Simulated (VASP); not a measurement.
# InS3 (P6_3/m) in VASP: single point with PBE

Aim: the single point of InS3 with PBE.

All numbers are computed with VASP 6.6.1; they aren't measurements. Logs are shortened: lines on timing, memory, paths and dates and some standing lists are left out, and cuts for length are marked.

### Step 1. The cell of the first run

The structure is hexagonal, space group P6_3/m (No. 176). Conventional cell: a = 5.774 Å, b = 5.774 Å, c = 5.857 Å, α = 90.00°, β = 90.00°, γ = 120.00°. Within 3.4 Å of In (site symmetry -6) lie 12 S at 2.51 to 3.34 Å. Within 3.5 Å of S (site symmetry m) lie 4 In at 2.51 to 3.34 Å and 8 S at 2.77 to 3.45 Å.

### Step 2. Single point, PBE

The input, INCAR:

```
PREC = Accurate
ENCUT = 520
EDIFF = 1E-6
ISMEAR = 0
SIGMA = 0.1
LREAL = F
LASPH = T
NELM = 100
ALGO = Normal
ISIF = 2
LWAVE = F
LCHARG = T
GGA = PE
LELF = T
LVHAR = T
NBANDS = 41
```

The input, KPOINTS:

```
Automatic mesh
0
Gamma
  3 3 4
```

The input, POSCAR:

```
InS3
1.0
    5.7735831325      0.0000000000      0.0000000000
   -2.8867915663      5.0000696636      0.0000000000
    0.0000000000      0.0000000000      5.8572847195
In S
2 6
Direct
    0.3333333333      0.6666666667      0.2500000000
    0.6666666667      0.3333333333      0.7500000000
   -0.1125023691      0.2426834753      0.2500000000
    0.6448141557     -0.1125023691      0.7500000000
    0.7573165247      0.6448141557      0.2500000000
    1.1125023691      0.7573165247      0.7500000000
    0.3551858443      1.1125023691      0.2500000000
    0.2426834753      0.3551858443      0.7500000000
```

Potentials or basis: VASP PAW PBE potentials, release 64 (In_d, S).

Command:

```console
$ cat potpaw_PBE.64/In_d/POTCAR potpaw_PBE.64/S/POTCAR > POTCAR
$ mpirun -np 1 vasp_std > vasp.out
```

OUTCAR:

```text
PREC = Accurate
   ENCUT = 520
   EDIFF = 1E-6
   ISMEAR = 0
   LREAL = F
   LASPH = T
   NELM = 100
   ISIF = 2
   GGA = PE

 ion  position               nearest neighbor table
   1  0.333  0.667  0.250-   3 2.51   5 2.51   7 2.51   3 3.26   5 3.26   7 3.26   6 3.34   6 3.34
                             4 3.34   4 3.34   8 3.34   8 3.34
   2  0.667  0.333  0.750-   6 2.51   8 2.51   4 2.51   6 3.26   8 3.26   4 3.26   3 3.34   3 3.34
                             7 3.34   7 3.34   5 3.34   5 3.34
   3  0.887  0.243  0.250-   1 2.51   7 2.77   5 2.77   1 3.26   2 3.34   2 3.34
   4  0.645  0.887  0.750-   2 2.51   8 2.77   6 2.77   2 3.26   1 3.34   1 3.34
   5  0.757  0.645  0.250-   1 2.51   7 2.77   3 2.77   1 3.26   2 3.34   2 3.34
   6  0.113  0.757  0.750-   2 2.51   4 2.77   8 2.77   2 3.26   1 3.34   1 3.34
   7  0.355  0.113  0.250-   1 2.51   5 2.77   3 2.77   1 3.26   2 3.34   2 3.34
   8  0.243  0.355  0.750-   2 2.51   4 2.77   6 2.77   2 3.26   1 3.34   1 3.34

  LATTYP: Found a hexagonal cell.
 ALAT       =     5.7735831325
 C/A-ratio  =     1.0144973381

  Lattice vectors:

 A1 = (   5.7735831325,   0.0000000000,   0.0000000000)
 A2 = (  -2.8867915663,   5.0000696636,   0.0000000000)
 A3 = (   0.0000000000,   0.0000000000,   5.8572847195)

Analysis of symmetry for initial positions (statically):
=====================================================================
 Subroutine PRICEL returns:
 Original cell was already a primitive cell.

 Routine SETGRP: Setting up the symmetry group for a
 hexagonal supercell.

 Subroutine GETGRP returns: Found 12 space group operations
 (whereof  6 operations were pure point group operations)
 out of a pool of 24 trial point group operations.

The static configuration has the point symmetry S_6 .
 The point group associated with its full space group is C_6h.

Analysis of symmetry for dynamics (positions and initial velocities):
=====================================================================
 Subroutine PRICEL returns:
 Original cell was already a primitive cell.

 Routine SETGRP: Setting up the symmetry group for a
 hexagonal supercell.

 Subroutine GETGRP returns: Found 12 space group operations
 (whereof  6 operations were pure point group operations)
 out of a pool of 24 trial point group operations.

The dynamic configuration has the point symmetry S_6 .
 The point group associated with its full space group is C_6h.

 Subroutine INISYM returns: Found 12 space group operations
 (whereof  6 operations are pure point group operations),
 and found     1 'primitive' translations

----------------------------------------------------------------------------------------

                                     Primitive cell

  volume of cell :     169.0900

  direct lattice vectors                    reciprocal lattice vectors
     5.773583132  0.000000000  0.000000000     0.173202668  0.099998607  0.000000000
    -2.886791566  5.000069664  0.000000000     0.000000000  0.199997213  0.000000000
     0.000000000  0.000000000  5.857284719     0.000000000  0.000000000  0.170727572

  length of vectors
     5.773583132  5.773583133  5.857284719     0.199997213  0.199997213  0.170727572

  position of ions in fractional coordinates (direct lattice)
     0.333333333  0.666666667  0.250000000
     0.666666667  0.333333333  0.750000000
     0.887497631  0.242683475  0.250000000
     0.644814156  0.887497631  0.750000000
     0.757316525  0.644814156  0.250000000
     0.112502369  0.757316525  0.750000000
     0.355185844  0.112502369  0.250000000
     0.242683475  0.355185844  0.750000000

  ion indices of the primitive-cell ions
   primitive index   ion index
                 1           1
                 2           2
                 3           3
                 4           4
                 5           5
                 6           6
                 7           7
                 8           8

----------------------------------------------------------------------------------------

 KPOINTS: Automatic mesh

Automatic generation of k-mesh.
 Grid dimensions read from file:
 generate k-points for:    3    3    4

 Generating k-lattice:

  Cartesian coordinates                     Fractional coordinates (reciprocal lattice)
     0.057734223  0.033332869  0.000000000     0.333333333  0.000000000  0.000000000
     0.000000000  0.066665738  0.000000000     0.000000000  0.333333333  0.000000000
     0.000000000  0.000000000  0.042681893     0.000000000  0.000000000  0.250000000

  Length of vectors
     0.066665738  0.066665738  0.042681893

  Shift w.r.t. Gamma in fractional coordinates (k-lattice)
     0.000000000  0.000000000  0.000000000

 Subroutine IBZKPT returns following result:
 ===========================================

 Found      9 irreducible k-points:

 Following reciprocal coordinates:
            Coordinates               Weight
  0.000000  0.000000  0.000000      1.000000
  0.333333  0.000000  0.000000      6.000000
  0.333333  0.333333  0.000000      2.000000
  0.000000  0.000000  0.250000      2.000000
  0.333333  0.000000  0.250000     12.000000
  0.333333  0.333333  0.250000      4.000000
  0.000000  0.000000  0.500000      1.000000
  0.333333  0.000000  0.500000      6.000000
  0.333333  0.333333  0.500000      2.000000
   k-points           NKPTS =      9   k-points in BZ     NKDIM =      9   number of bands    NBANDS=     41
   number of dos      NEDOS =    301   number of ions     NIONS =      8
   total plane-waves  NPLWV = 110592
   dimension x,y,z NGX =    48 NGY =   48 NGZ =   48
   dimension x,y,z NGXF=    96 NGYF=   96 NGZF=   96
   ions per type =               2   6
   NGX,Y,Z   is equivalent  to a cutoff of  13.82, 13.82, 13.62 a.u.
   NGXF,Y,Z  is equivalent  to a cutoff of  27.64, 27.64, 27.25 a.u.
 SYSTEM =  unknown system
   PREC   = accura    normal or accurate (medium, high low for compatibility)
   ISTART =      0    job   : 0-new  1-cont  2-samecut
   ICHARG =      2    charge: 1-file 2-atom 10-const
   ISPIN  =      1    spin polarized calculation?
   LNONCOLLINEAR =      F non collinear calculations
   LSORBIT =      F    spin-orbit coupling
   LASPH  =      T    aspherical Exc in radial PAW
   ENCUT  =  520.0 eV  38.22 Ry    6.18 a.u.  10.74 10.74 10.89*2*pi/ulx,y,z
   NELM   =    100;   NELMIN=  2; NELMDL= -5     # of ELM steps
   EDIFF  = 0.1E-05   stopping-criterion for ELM
   LREAL  =      F    real-space projection
   EDIFFG = 0.1E-04   stopping-criterion for IOM
   NSW    =      0    number of steps for IOM
   IBRION =     -1    ionic relax: 0-MD 1-quasi-New 2-CG
   NFREE  =      0    steps in history (QN), initial steepest desc. (CG)
   ISIF   =      2    stress and relaxation
   ISYM   =      2    0-nonsym 1-usesym 2-fastsym
   POTIM  = 0.5000    time-step for ionic-motion
   TEBEG  =    0.0;   TEEND  =   0.0 temperature during run
   PSTRESS=    0.0 pullay stress
   NELECT =      62.0000    total number of electrons
   NUPDOWN=      -1.0000    fix difference up-down
   EMIN   =  10.00;   EMAX   =-10.00  energy-range for DOS
   EFERMI =   0.00;   METHOD = LEGACY
   ISMEAR =     0;   SIGMA  =   0.10  broadening in eV -4-tet -1-fermi 0-gaus
   EFERMI_NEDOS =   21; number of points for ismear=-14 and -15
   IALGO  =     38    algorithm
   IMIX   =      4    mixing-type and parameters
     AMIX     =   0.40;   BMIX     =  1.00
     AMIX_MAG =   1.60;   BMIX_MAG =  1.00
  volume/ion in A,a.u.               =      21.14       142.63
  Fermi-wavevector in a.u.,A,eV,Ry     =   1.171744  2.214275 18.680586  1.372984
  Thomas-Fermi vector in A             =   2.308183
   LORBIT       =      0    0 simple, 1 ext, 2 COOP (PROOUT), +10 PAW based schemes
   GGA     = PE    functional components
   LHFCALC =     F    Hartree Fock is set to
   AEXX    =    0.0000 exact exchange contribution
   IVDW    =     0    specifies the selected vdW correction
   LEPSILON=     F    determine dielectric tensor
   LRPA    =     F    only Hartree local field effects (RPA)
 non-spin polarized calculation
 Gauss-broadening in eV      SIGMA  =   0.10
  energy-cutoff  :      520.00
  volume of cell :      169.09
 maximum number of plane-waves:      4572
 NGX is ok and might be reduce to    48
   NGX = 21   NGY = 21   NGZ = 21

 number of electron      61.9999994 magnetization

 Free energy of the ion-electron system (eV)
  ---------------------------------------------------
  ext. energy  EPLUGINS =         0.00000000
  ---------------------------------------------------
  free energy    TOTEN  =       -26.23789984 eV

  energy without entropy =      -26.18934092  energy(sigma->0) =      -26.21362038

 E-fermi :   4.9785     XC(G=0): -10.0231

 val. band max:        4.9493798720   @ k =   0.3333   0.0000   0.2500
 cond. band min:       4.9998959646   @ k =   0.3333   0.0000   0.2500
 fundamental gap:      0.0505160926
 Fermi energy:         4.9785053313

 k-point     1 :       0.0000    0.0000    0.0000
  band No.  band energies     occupation
      1      -9.3300      2.00000
      2      -9.2991      2.00000
      3      -9.1183      2.00000
      4      -9.1183      2.00000
      5      -9.0873      2.00000
      6      -9.0873      2.00000
[... 33 lines left out ...]
     40      12.9713      0.00000
     41      12.9949      0.00000

 k-point     2 :       0.3333    0.0000    0.0000
  band No.  band energies     occupation
      1      -9.2522      2.00000
      2      -9.1757      2.00000
      3      -9.1222      2.00000
      4      -9.0833      2.00000
      5      -9.0640      2.00000
      6      -9.0528      2.00000
[... 33 lines left out ...]
     40      11.0437      0.00000
     41      12.5100      0.00000

 k-point     3 :       0.3333    0.3333    0.0000
  band No.  band energies     occupation
      1      -9.1785      2.00000
      2      -9.1785      2.00000
      3      -9.0986      2.00000
      4      -9.0644      2.00000
      5      -9.0644      2.00000
      6      -9.0511      2.00000
[... 33 lines left out ...]
     40      10.1764      0.00000
     41      10.6278      0.00000

 k-point     4 :       0.0000    0.0000    0.2500
  band No.  band energies     occupation
      1      -9.3165      2.00000
      2      -9.2884      2.00000
      3      -9.1184      2.00000
      4      -9.1184      2.00000
      5      -9.0963      2.00000
      6      -9.0963      2.00000
[... 33 lines left out ...]
     40      12.4178      0.00000
     41      12.7535      0.00000

 k-point     5 :       0.3333    0.0000    0.2500
  band No.  band energies     occupation
      1      -9.2348      2.00000
      2      -9.1765      2.00000
      3      -9.1181      2.00000
      4      -9.0877      2.00000
      5      -9.0712      2.00000
      6      -9.0598      2.00000
[... 33 lines left out ...]
     40      11.0868      0.00000
     41      12.4133      0.00000

 k-point     6 :       0.3333    0.3333    0.2500
  band No.  band energies     occupation
      1      -9.1622      2.00000
      2      -9.1622      2.00000
      3      -9.0933      2.00000
      4      -9.0748      2.00000
      5      -9.0748      2.00000
      6      -9.0598      2.00000
[... 33 lines left out ...]
     40      10.3170      0.00000
     41      10.6081      0.00000

 k-point     7 :       0.0000    0.0000    0.5000
  band No.  band energies     occupation
      1      -9.2920      2.00000
      2      -9.2920      2.00000
      3      -9.1118      2.00000
      4      -9.1118      2.00000
      5      -9.1118      2.00000
      6      -9.1118      2.00000
[... 33 lines left out ...]
     40      12.2575      0.00000
     41      12.2575      0.00000

 k-point     8 :       0.3333    0.0000    0.5000
  band No.  band energies     occupation
      1      -9.1988      2.00000
      2      -9.1988      2.00000
      3      -9.1023      2.00000
      4      -9.1023      2.00000
      5      -9.0723      2.00000
      6      -9.0723      2.00000
[... 33 lines left out ...]
     40      10.9958      0.00000
     41      12.5401      0.00000

 k-point     9 :       0.3333    0.3333    0.5000
  band No.  band energies     occupation
      1      -9.1410      2.00000
      2      -9.1410      2.00000
      3      -9.0900      2.00000
      4      -9.0900      2.00000
      5      -9.0782      2.00000
      6      -9.0782      2.00000
[... 33 lines left out ...]
     40      10.5005      0.00000
     41      10.7684      0.00000

------------------------ aborting loop because EDIFF is reached ----------------------------------------

  FORCE on cell =-STRESS in cart. coord.  units (eV):
  Direction    XX          YY          ZZ          XY          YZ          ZX
  --------------------------------------------------------------------------------------
  -------------------------------------------------------------------------------------
  Total       -0.3296806     -0.3296806      0.0601369     -0.0000002      0.0000000      0.0000000
  in kB       -3.1238212     -3.1238212      0.5698153     -0.0000016      0.0000000      0.0000000
  external PRESSURE =      -1.8926090 kB  Pullay stress =       0.0000000 kB

 VOLUME and BASIS-vectors are now :
 -----------------------------------------------------------------------------
  energy-cutoff  :      520.00
  volume of cell :      169.09
      direct lattice vectors                 reciprocal lattice vectors
     5.773583132  0.000000000  0.000000000     0.173202668  0.099998607  0.000000000
    -2.886791566  5.000069664  0.000000000     0.000000000  0.199997213  0.000000000
     0.000000000  0.000000000  5.857284719     0.000000000  0.000000000  0.170727572

 POSITION                                       TOTAL-FORCE (eV/Angst)
 -----------------------------------------------------------------------------------
     -0.00000      3.33338      1.46432         0.000000      0.000000      0.000000
      2.88679      1.66669      4.39296         0.000000      0.000000      0.000000
      4.42346      1.21343      1.46432         0.012891      0.026028      0.000000
      1.16087      4.43755      4.39296        -0.016096      0.024178     -0.000000
      2.51099      3.22412      1.46432        -0.028987     -0.001850      0.000000
     -1.53667      3.78664      4.39296        -0.012891     -0.026028     -0.000000
      1.72592      0.56252      1.46432         0.016096     -0.024178      0.000000
      0.37581      1.77595      4.39296         0.028987      0.001850     -0.000000
 -----------------------------------------------------------------------------------
    total drift:                                0.000000     -0.000000      0.000000

  FREE ENERGIE OF THE ION-ELECTRON SYSTEM (eV)
  ---------------------------------------------------
  free  energy   TOTEN  =       -26.2378998421 eV

  energy  without entropy=      -26.1893409215  energy(sigma->0) =      -26.21362038
```

Run time: 2.2 min. Hardware: 1 thread of Intel Xeon 8259CL, shared host; peak memory 0.34 GiB.

Results:

- Free energy: -26.2379 eV
- Pressure: -0.2 GPa
- Largest force: 0.029 eV/Å
- Band gap on the k mesh: zero (bands 31 and 32 overlap by 1.88 eV)

Forces on the atoms (eV/Å):
```
In   0.000  0.000  0.000
In   0.000  0.000  0.000
S    0.013  0.026  0.000
S   -0.016  0.024  0.000
S   -0.029 -0.002  0.000
S   -0.013 -0.026  0.000
S    0.016 -0.024  0.000
S    0.029  0.002  0.000
```

Caveat: the k points lie up to 0.42 Å⁻¹ apart, too coarse for converged energies and pressures of a metal; spin-orbit coupling is left out, which moves the levels of the heavy elements.
